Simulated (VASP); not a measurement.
TaN (k07), 2 atoms in the cell. Symmetry: P-6m2, No. 187, hexagonal system. Conventional cell: a = 2.906 Å, b = 2.906 Å, c = 2.852 Å, α = 90.00°, β = 90.00°, γ = 120.00°. Within 2.9 Å of Ta (site symmetry -6m2) lie 6 N at 2.20 Å and 2 Ta at 2.85 Å. N (site symmetry -6m2) has 6 Ta at 2.20 Å and 2 N at 2.85 Å within 2.9 Å. 

| Quantity | Value |
| --- | --- |
| Program | VASP 6.6.1 |
| Task | single point |
| Functional | LDA |
| Potentials or basis | VASP PAW LDA potentials, release 64 (Ta_pv, N) |
| Cutoff | 520 eV |
| k mesh | 9 × 9 × 8 |
| Occupations | gaussian, width 0.1 eV |
| Spin | no spin polarisation |
| Dipole correction | no |
| Further INCAR settings | ALGO = Normal; EDIFF = 1e-07; NBANDS = 15 |

Potentials or basis: VASP PAW LDA potentials, release 64 (Ta_pv, N).

Launch:

```bash
$ cat potpaw_LDA.64/Ta_pv/POTCAR potpaw_LDA.64/N/POTCAR > POTCAR
$ mpirun -np 1 vasp_std > vasp.out
```

Hardware: 1 thread of Intel(R) Xeon(R) Platinum 8259CL CPU @ 2.50GHz (Skylake/Cascade Lake) (shared host).

Q: How long does it take, and how much memory?

A: Wall time 10 s on 1 thread of Intel(R) Xeon(R) Platinum 8259CL CPU @ 2.50GHz (Skylake/Cascade Lake), with other jobs on the host, peak memory 0.14 GiB. Counts: scf iterations 13, k points 60.
